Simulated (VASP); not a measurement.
# BP (F-43m) in VASP: single point with PBE

Aim: the single point of BP with PBE.

Program: VASP 6.6.1. These are calculated values, not measurements. Logs are shortened: lines on timing, memory, paths and dates and some standing lists are left out, and cuts for length are marked.

**1. The cell of the first run**

Symmetry: F-43m, No. 216, cubic system. The conventional cell has a = 4.538 Å, b = 4.538 Å, c = 4.538 Å, α = 90.00°, β = 90.00°, γ = 90.00°. B (site symmetry -43m) has 4 P at 1.97 Å within 2.6 Å. Within 2.6 Å of P (site symmetry -43m) lie 4 B at 1.97 Å.

**2. Single point, PBE**

INCAR

```
PREC = Accurate
ENCUT = 500
EDIFF = 1E-6
ISMEAR = 0
SIGMA = 0.01
LREAL = F
LASPH = T
NELM = 120
ALGO = Normal
ISIF = 2
LWAVE = F
LCHARG = F
GGA = PE
NBANDS = 11
GGA_COMPAT = F
```

KPOINTS

```
Automatic mesh
0
Gamma
  6 6 6
```

POSCAR

```
BP
1.0
    0.0000000000      2.2690000000      2.2690000000
    2.2690000000      0.0000000000      2.2690000000
    2.2690000000      2.2690000000      0.0000000000
B P
1 1
Direct
    0.0000000000      0.0000000000      0.0000000000
    0.2500000000      0.2500000000      0.2500000000
```

Potentials or basis: VASP PAW PBE potentials, release 64 (B, P).

Command:

```console
$ cat potpaw_PBE.64/B/POTCAR potpaw_PBE.64/P/POTCAR > POTCAR
$ mpirun -np 1 vasp_std > vasp.out
```

OUTCAR:

```text
PREC = Accurate
   ENCUT = 500
   EDIFF = 1E-6
   ISMEAR = 0
   LREAL = F
   LASPH = T
   NELM = 120
   ISIF = 2
   GGA = PE

 ion  position               nearest neighbor table
   1  0.000  0.000  0.000-   2 1.97   2 1.97   2 1.97   2 1.97
   2  0.250  0.250  0.250-   1 1.97   1 1.97   1 1.97   1 1.97

  LATTYP: Found a face centered cubic cell.
 ALAT       =     4.5380000000

  Lattice vectors:

 A1 = (   0.0000000000,   2.2690000000,   2.2690000000)
 A2 = (   2.2690000000,   0.0000000000,   2.2690000000)
 A3 = (   2.2690000000,   2.2690000000,   0.0000000000)

Analysis of symmetry for initial positions (statically):
=====================================================================
 Subroutine PRICEL returns:
 Original cell was already a primitive cell.

 Routine SETGRP: Setting up the symmetry group for a
 face centered cubic supercell.

 Subroutine GETGRP returns: Found 24 space group operations
 (whereof 24 operations were pure point group operations)
 out of a pool of 48 trial point group operations.

The static configuration has the point symmetry T_d .

Analysis of symmetry for dynamics (positions and initial velocities):
=====================================================================
 Subroutine PRICEL returns:
 Original cell was already a primitive cell.

 Routine SETGRP: Setting up the symmetry group for a
 face centered cubic supercell.

 Subroutine GETGRP returns: Found 24 space group operations
 (whereof 24 operations were pure point group operations)
 out of a pool of 48 trial point group operations.

The dynamic configuration has the point symmetry T_d .

 Subroutine INISYM returns: Found 24 space group operations
 (whereof 24 operations are pure point group operations),
 and found     1 'primitive' translations

----------------------------------------------------------------------------------------

                                     Primitive cell

  volume of cell :      23.3633

  direct lattice vectors                    reciprocal lattice vectors
     0.000000000  2.269000000  2.269000000    -0.220361393  0.220361393  0.220361393
     2.269000000  0.000000000  2.269000000     0.220361393 -0.220361393  0.220361393
     2.269000000  2.269000000  0.000000000     0.220361393  0.220361393 -0.220361393

  length of vectors
     3.208850573  3.208850573  3.208850573     0.381677128  0.381677128  0.381677128

  position of ions in fractional coordinates (direct lattice)
     0.000000000  0.000000000  0.000000000
     0.250000000  0.250000000  0.250000000

  ion indices of the primitive-cell ions
   primitive index   ion index
                 1           1
                 2           2

----------------------------------------------------------------------------------------

 KPOINTS: Automatic mesh

Automatic generation of k-mesh.
 Grid dimensions read from file:
 generate k-points for:    6    6    6

 Generating k-lattice:

  Cartesian coordinates                     Fractional coordinates (reciprocal lattice)
    -0.036726899  0.036726899  0.036726899     0.166666667  0.000000000  0.000000000
     0.036726899 -0.036726899  0.036726899     0.000000000  0.166666667  0.000000000
     0.036726899  0.036726899 -0.036726899     0.000000000  0.000000000  0.166666667

  Length of vectors
     0.063612855  0.063612855  0.063612855

  Shift w.r.t. Gamma in fractional coordinates (k-lattice)
     0.000000000  0.000000000  0.000000000

 Subroutine IBZKPT returns following result:
 ===========================================

 Found     16 irreducible k-points:

 Following reciprocal coordinates:
            Coordinates               Weight
  0.000000  0.000000  0.000000      1.000000
  0.166667  0.000000  0.000000      8.000000
  0.333333  0.000000  0.000000      8.000000
  0.500000  0.000000  0.000000      4.000000
  0.166667  0.166667  0.000000      6.000000
  0.333333  0.166667  0.000000     24.000000
[... 8 lines left out ...]
 -0.333333  0.333333  0.166667     24.000000
 -0.333333  0.500000  0.166667     12.000000
   k-points           NKPTS =     16   k-points in BZ     NKDIM =     16   number of bands    NBANDS=     11
   number of dos      NEDOS =    301   number of ions     NIONS =      2
   total plane-waves  NPLWV =  13824
   dimension x,y,z NGX =    24 NGY =   24 NGZ =   24
   dimension x,y,z NGXF=    48 NGYF=   48 NGZF=   48
   ions per type =               1   1
   NGX,Y,Z   is equivalent  to a cutoff of  12.43, 12.43, 12.43 a.u.
   NGXF,Y,Z  is equivalent  to a cutoff of  24.87, 24.87, 24.87 a.u.
 SYSTEM =  unknown system
   PREC   = accura    normal or accurate (medium, high low for compatibility)
   ISTART =      0    job   : 0-new  1-cont  2-samecut
   ICHARG =      2    charge: 1-file 2-atom 10-const
   ISPIN  =      1    spin polarized calculation?
   LNONCOLLINEAR =      F non collinear calculations
   LSORBIT =      F    spin-orbit coupling
   LASPH  =      T    aspherical Exc in radial PAW
   ENCUT  =  500.0 eV  36.75 Ry    6.06 a.u.   5.85  5.85  5.85*2*pi/ulx,y,z
   NELM   =    120;   NELMIN=  2; NELMDL= -5     # of ELM steps
   EDIFF  = 0.1E-05   stopping-criterion for ELM
   LREAL  =      F    real-space projection
   EDIFFG = 0.1E-04   stopping-criterion for IOM
   NSW    =      0    number of steps for IOM
   IBRION =     -1    ionic relax: 0-MD 1-quasi-New 2-CG
   NFREE  =      0    steps in history (QN), initial steepest desc. (CG)
   ISIF   =      2    stress and relaxation
   ISYM   =      2    0-nonsym 1-usesym 2-fastsym
   POTIM  = 0.5000    time-step for ionic-motion
   TEBEG  =    0.0;   TEEND  =   0.0 temperature during run
   PSTRESS=    0.0 pullay stress
   NELECT =       8.0000    total number of electrons
   NUPDOWN=      -1.0000    fix difference up-down
   EMIN   =  10.00;   EMAX   =-10.00  energy-range for DOS
   EFERMI =   0.00;   METHOD = LEGACY
   ISMEAR =     0;   SIGMA  =   0.01  broadening in eV -4-tet -1-fermi 0-gaus
   EFERMI_NEDOS =   21; number of points for ismear=-14 and -15
   IALGO  =     38    algorithm
   IMIX   =      4    mixing-type and parameters
     AMIX     =   0.40;   BMIX     =  1.00
     AMIX_MAG =   1.60;   BMIX_MAG =  1.00
  volume/ion in A,a.u.               =      11.68        78.83
  Fermi-wavevector in a.u.,A,eV,Ry     =   1.145320  2.164342 17.847562  1.311759
  Thomas-Fermi vector in A             =   2.282009
   LORBIT       =      0    0 simple, 1 ext, 2 COOP (PROOUT), +10 PAW based schemes
   GGA     = PE    functional components
   LHFCALC =     F    Hartree Fock is set to
   AEXX    =    0.0000 exact exchange contribution
   IVDW    =     0    specifies the selected vdW correction
   LEPSILON=     F    determine dielectric tensor
   LRPA    =     F    only Hartree local field effects (RPA)
 non-spin polarized calculation
 Gauss-broadening in eV      SIGMA  =   0.01
  energy-cutoff  :      500.00
  volume of cell :       23.36
 maximum number of plane-waves:       609
   NGX = 11   NGY = 11   NGZ = 11

 number of electron       8.0000000 magnetization

 Free energy of the ion-electron system (eV)
  ---------------------------------------------------
  ext. energy  EPLUGINS =         0.00000000
  ---------------------------------------------------
  free energy    TOTEN  =       -12.91303278 eV

  energy without entropy =      -12.91303278  energy(sigma->0) =      -12.91303278

 E-fermi :   7.5636     XC(G=0): -10.9043

 val. band max:        7.4390277354   @ k =   0.0000   0.0000   0.0000
 cond. band min:       8.7680933553   @ k =   0.5000   0.5000   0.0000
 fundamental gap:      1.3290656199
 Fermi energy:         7.5636399040

 k-point     1 :       0.0000    0.0000    0.0000
  band No.  band energies     occupation
      1      -8.0235      2.00000
      2       7.4390      2.00000
      3       7.4390      2.00000
      4       7.4390      2.00000
      5      10.8370      0.00000
      6      10.8370      0.00000
      7      10.8370      0.00000
      8      14.8135      0.00000
      9      18.9502      0.00000
     10      19.5638      0.00000
     11      19.5638      0.00000

 k-point     2 :       0.1667    0.0000    0.0000
  band No.  band energies     occupation
      1      -7.5257      2.00000
      2       4.6013      2.00000
      3       6.7736      2.00000
      4       6.7736      2.00000
      5      11.4586      0.00000
      6      11.7427      0.00000
      7      11.7427      0.00000
      8      16.1003      0.00000
      9      18.3769      0.00000
     10      18.3769      0.00000
     11      20.1900      0.00000

 k-point     3 :       0.3333    0.0000    0.0000
  band No.  band energies     occupation
      1      -6.1086      2.00000
      2       0.7062      2.00000
      3       5.9701      2.00000
      4       5.9701      2.00000
      5      11.3361      0.00000
      6      12.2948      0.00000
      7      12.2948      0.00000
      8      17.5455      0.00000
      9      19.3275      0.00000
     10      19.3275      0.00000
     11      20.8661      0.00000

 k-point     4 :       0.5000    0.0000    0.0000
  band No.  band energies     occupation
      1      -4.6993      2.00000
      2      -1.5964      2.00000
      3       5.6808      2.00000
      4       5.6808      2.00000
      5      11.2194      0.00000
      6      12.1495      0.00000
      7      12.1495      0.00000
      8      17.5638      0.00000
      9      22.0622      0.00000
     10      22.0622      0.00000
     11      22.2681      0.00000
[... 127 lines left out ...]
 k-point    14 :       0.5000    0.3333    0.1667
  band No.  band energies     occupation
      1      -4.8857      2.00000
      2       0.9115      2.00000
      3       2.4316      2.00000
      4       4.1738      2.00000
      5      11.4449      0.00000
      6      12.9781      0.00000
      7      13.9104      0.00000
      8      16.9548      0.00000
      9      20.1542      0.00000
     10      21.0047      0.00000
     11      25.1434      0.00000

 k-point    15 :      -0.3333    0.3333    0.1667
  band No.  band energies     occupation
      1      -3.5828      2.00000
      2      -0.6789      2.00000
      3       1.9365      2.00000
      4       3.4625      2.00000
      5      11.9511      0.00000
      6      13.1431      0.00000
      7      16.0462      0.00000
      8      16.6045      0.00000
      9      17.9297      0.00000
     10      22.2671      0.00000
     11      24.9883      0.00000

 k-point    16 :      -0.3333    0.5000    0.1667
  band No.  band energies     occupation
      1      -2.9692      2.00000
      2      -0.7858      2.00000
      3       2.1367      2.00000
      4       2.2605      2.00000
      5      11.2698      0.00000
      6      11.8872      0.00000
      7      16.5646      0.00000
      8      17.2185      0.00000
      9      20.3812      0.00000
     10      23.6355      0.00000
     11      23.9146      0.00000

------------------------ aborting loop because EDIFF is reached ----------------------------------------

  FORCE on cell =-STRESS in cart. coord.  units (eV):
  Direction    XX          YY          ZZ          XY          YZ          ZX
  --------------------------------------------------------------------------------------
  -------------------------------------------------------------------------------------
  Total        0.1511695      0.1511695      0.1511695      0.0000000     -0.0000000     -0.0000000
  in kB       10.3667198     10.3667198     10.3667198      0.0000000     -0.0000000     -0.0000000
  external PRESSURE =      10.3667198 kB  Pullay stress =       0.0000000 kB

 VOLUME and BASIS-vectors are now :
 -----------------------------------------------------------------------------
  energy-cutoff  :      500.00
  volume of cell :       23.36
      direct lattice vectors                 reciprocal lattice vectors
     0.000000000  2.269000000  2.269000000    -0.220361393  0.220361393  0.220361393
     2.269000000  0.000000000  2.269000000     0.220361393 -0.220361393  0.220361393
     2.269000000  2.269000000  0.000000000     0.220361393  0.220361393 -0.220361393

 POSITION                                       TOTAL-FORCE (eV/Angst)
 -----------------------------------------------------------------------------------
      0.00000      0.00000      0.00000        -0.000000     -0.000000     -0.000000
      1.13450      1.13450      1.13450         0.000000      0.000000      0.000000
 -----------------------------------------------------------------------------------
    total drift:                                0.000000      0.000000      0.000000

  FREE ENERGIE OF THE ION-ELECTRON SYSTEM (eV)
  ---------------------------------------------------
  free  energy   TOTEN  =       -12.9130327814 eV

  energy  without entropy=      -12.9130327814  energy(sigma->0) =      -12.91303278
```

It took 3.6 s on 1 thread of Intel Xeon Platinum 8259CL at 2.50GHz (Skylake/Cascade Lake), shared host; peak memory 0.13 GiB.

What came out:

* Free energy: -12.9130 eV
* Pressure: 1.0 GPa
* Band gap on the k mesh: 1.33 eV (least direct gap 3.40 eV)

Levels at points of the mesh, in eV from the valence-band top:
```
           k point  band 2  band 3  band 4  band 5  band 6  band 7
(0.00, 0.00, 0.00)    0.00    0.00    0.00    3.40    3.40    3.40
(0.50, 0.00, 0.00)   -9.04   -1.76   -1.76    3.78    4.71    4.71
(0.50, 0.50, 0.00)   -8.58   -4.12   -4.12    1.33    1.66   12.12
```

A k mesh can miss the band edges. Expect the measured gap to be larger: semilocal functionals such as PBE lack the derivative discontinuity.
